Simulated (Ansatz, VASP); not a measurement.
# One calculation of Li2Cu5, two programs

```xyz
14
Lattice="8.4554 0.0000 0.0000 0.0000 8.4554 0.0000 0.0000 0.0000 2.5719" Properties=species:S:1:pos:R:3 pbc="T T T"
Cu    2.4863    3.7459    0.0000
Cu    4.7095    2.4863    0.0000
Cu    5.9691    4.7095    0.0000
Cu    3.7459    5.9691    0.0000
Cu    6.7141    0.4818    0.0000
Cu    0.4818    1.7414    0.0000
Cu    1.7414    7.9736    0.0000
Cu    7.9736    6.7141    0.0000
Cu    0.0000    4.2277    0.0000
Cu    4.2277    0.0000    0.0000
Li    1.5522    5.7799    1.2859
Li    2.6755    1.5522    1.2859
Li    6.9033    2.6755    1.2859
Li    5.7799    6.9033    1.2859
```

Alike in both runs: functional PBE; k mesh 3 × 3 × 10; occupations fermi-dirac, width 0.0913 eV; no spin polarisation.

Ansatz relaxed the structure, and its values are those at the end. VASP's run is a single point on that final structure, the one shown.

```csv
,VASP,Ansatz
version,VASP 6.6.1,Ansatz 0.2.0
potentials or method,"VASP PAW PBE potentials, release 64 (Cu, Li_sv), cutoff 520 eV",PAW plane waves
valence electrons in the cell,122,202
```

Ansatz gave:

| Quantity | Value |
| --- | --- |
| rms of the force components (eV/Å) | 0.004 |

What did VASP give for the same quantities?

rms of the force components (eV/Å): 0.006.

VASP's potentials hold 122 valence electrons a cell and Ansatz's 202, so a difference there can come from the potentials and not from the codes. Ansatz's warnings: stress scf threshold loose.

Noted on VASP's run: the cutoff is short for stress, so the pressure is rough.
